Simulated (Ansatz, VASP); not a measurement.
Two plane-wave programs on PtSe2

Contents of INCAR:

```
  PREC = Accurate
  ENCUT = 520
  EDIFF = 1E-7
  ISMEAR = 0
  SIGMA = 0.15
  LREAL = F
  LASPH = T
  NELM = 60
  ALGO = Normal
  ISIF = 2
  LWAVE = F
  LCHARG = F
  GGA = PS
  IVDW = 12
  NBANDS = 18
```

The input KPOINTS:

```
Automatic mesh
0
Gamma
  12 12 8
```

Contents of POSCAR:

```
PtSe2
1.0
    3.1780349139      0.0000000000      0.0000000000
   -1.5890174570      3.7236444882      0.0000000000
    0.0000000000      0.0000000000      4.6296715343
Pt Se
1 2
Direct
    0.0000000000      0.0000000000      0.0000000000
    0.3333333333      0.6666666667      0.2721511594
    0.6666666667      0.3333333333      0.7278488406
```

Input for Ansatz:

```yaml
crystal:
  lattice:
    - [3.1780349139, 0.0, 0.0]
    - [-1.589017457, 3.7236444882, 0.0]
    - [0.0, 0.0, 4.6296715343]
  atoms:
    - { symbol: Pt, position: [0.0, 0.0, 0.0] }
    - { symbol: Se, position: [0.3333333333, 0.6666666667, 0.2721511594] }
    - { symbol: Se, position: [0.6666666667, 0.3333333333, 0.7278488406] }
basis:
  ecutwfc: 420
kpoints:
  mp_grid: { grid: [12, 12, 8] }
hamiltonian:
  xc: pbesol
  pseudopotentials: { kind: paw, azcp: { folder: soft_1 } }
  dispersion: d3bj
scf:
  occupations: { method: gaussian, width: 0.15 }
output:
  forces: true
  stress: true
  eigenvalues: true
```

Change from the starting cell: normal strain along x -0.1500, normal strain along y +0.1500.

Alike in both runs: task single point; functional PBEsol; dispersion D3(BJ); k mesh 12 × 12 × 8; occupations gaussian, width 0.15 eV; no spin polarisation.

```csv
,VASP,Ansatz
version,VASP 6.6.1,Ansatz 0.2.0
potentials or method,"VASP PAW PBE potentials, release 64 (Pt, Se), cutoff 520 eV","scalar-relativistic, plane waves, PAW"
valence electrons in the cell,22,50
```

VASP gave:

| Quantity | Value |
| --- | --- |
| gap on the k mesh at the Fermi level (eV) | none |
| pressure (GPa) | 11.0 |
| traceless stress, the component that is largest in VASP (GPa) | 19.08 |
| rms of the force components (eV/Å) | 0.667 |

What did Ansatz give for the same quantities?

gap on the k mesh at the Fermi level (eV): none; pressure (GPa): 10.7; traceless stress, the component that is largest in VASP (GPa): 18.93; rms of the force components (eV/Å): 0.652.

VASP's potentials were made for PBE, not for PBEsol, and Ansatz warns of the same on its side. Atom by atom the forces differ by 0.015 eV/Å (rms over components). A gap of «none» marks a metal or a gap that the smearing closes. VASP's potentials hold 22 valence electrons a cell and Ansatz's 50, so a difference there can come from the potentials and not from the codes.

Spin-orbit coupling is off throughout.
